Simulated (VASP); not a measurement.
Set up this calculation in VASP 6.6.1, as the native input.

| Property | Result |
| --- | --- |
| Task | single point |
| Functional | HSE06 |
| Potentials or basis | VASP PAW PBE potentials, release 64 (Na_pv, I) |
| Cutoff | 520 eV |
| k mesh | 4 × 4 × 4 |
| Occupations | gaussian, width 0.01 eV |
| Spin | no spin polarisation |
| Dipole correction | no |
| Grid for exact exchange (PRECFOCK) | Normal |
| Further INCAR settings | ALGO = Normal; EDIFF = 1e-06; NBANDS = 14 |
| Screening parameter | 0.2079 1/Å |

Crystal: NaI.

```xyz
2
Lattice="0.0000 3.2296 3.2296 3.2296 0.0000 3.2296 3.2296 3.2296 0.0000" Properties=species:S:1:pos:R:3 pbc="T T T"
Na    0.0000    0.0000    0.0000
I     3.2296    3.2296    3.2296
```

One way to write it, as run:

POSCAR

```
NaI
1.0
    0.0000000000      3.2296283248      3.2296283248
    3.2296283248      0.0000000000      3.2296283248
    3.2296283248      3.2296283248      0.0000000000
Na I
1 1
Direct
    0.0000000000      0.0000000000      0.0000000000
    0.5000000000      0.5000000000      0.5000000000
```

INCAR.step1

```
PREC     = Accurate       # precision mode
ENCUT    = 520            # plane-wave cutoff, eV
EDIFF    = 1E-5           # SCF threshold, eV
ISMEAR   = 0              # smearing method
SIGMA    = 0.01           # smearing width, eV
LREAL    = F              # projectors in reciprocal space
LASPH    = T              # aspherical terms in the spheres
NELM     = 100            # most SCF steps
ALGO     = Normal         # electronic algorithm
ISIF     = 2              # what is computed and relaxed
LWAVE    = T              # write WAVECAR
LCHARG   = F              # write CHGCAR
NBANDS   = 14             # bands
GGA      = PE             # functional
```

INCAR.step2

```
PREC     = Accurate       # precision mode
ENCUT    = 520            # plane-wave cutoff, eV
EDIFF    = 1E-6           # SCF threshold, eV
ISMEAR   = 0              # smearing method
SIGMA    = 0.01           # smearing width, eV
LREAL    = F              # projectors in reciprocal space
LASPH    = T              # aspherical terms in the spheres
NELM     = 100            # most SCF steps
ALGO     = Normal         # electronic algorithm
ISIF     = 2              # what is computed and relaxed
LWAVE    = F              # write WAVECAR
LCHARG   = F              # write CHGCAR
GGA      = PE             # functional
LHFCALC  = T              # exact exchange
HFSCREEN = 0.2079         # screening, 1/A
PRECFOCK = Normal       
NBANDS   = 14             # bands
ISTART   = 1
```

KPOINTS

```
Automatic mesh
0
Gamma
  4 4 4
```

Potentials or basis: VASP PAW PBE potentials, release 64 (Na_pv, I).

Launch:

```bash
$ cat potpaw_PBE.64/Na_pv/POTCAR potpaw_PBE.64/I/POTCAR > POTCAR
$ cp INCAR.step1 INCAR
$ mpirun -np 1 vasp_std > vasp.out
$ cp INCAR.step2 INCAR
$ mpirun -np 1 vasp_std > vasp.out
```

It gave:

```yaml
Pressure: 0.3 GPa
Band_gap_on_the_k_mesh: 4.67 eV, direct
```

Caveat: the k points lie up to 0.42 Å⁻¹ apart; the PAW data sets were made with another functional, which shifts forces and pressure a little; spin-orbit coupling is left out, which moves the levels of the heavy elements.

Wall time 7.1 min on 1 thread of Intel(R) Xeon(R) Platinum 8259CL CPU @ 2.50GHz (Skylake/Cascade Lake) (shared host), peak memory 0.31 GiB.
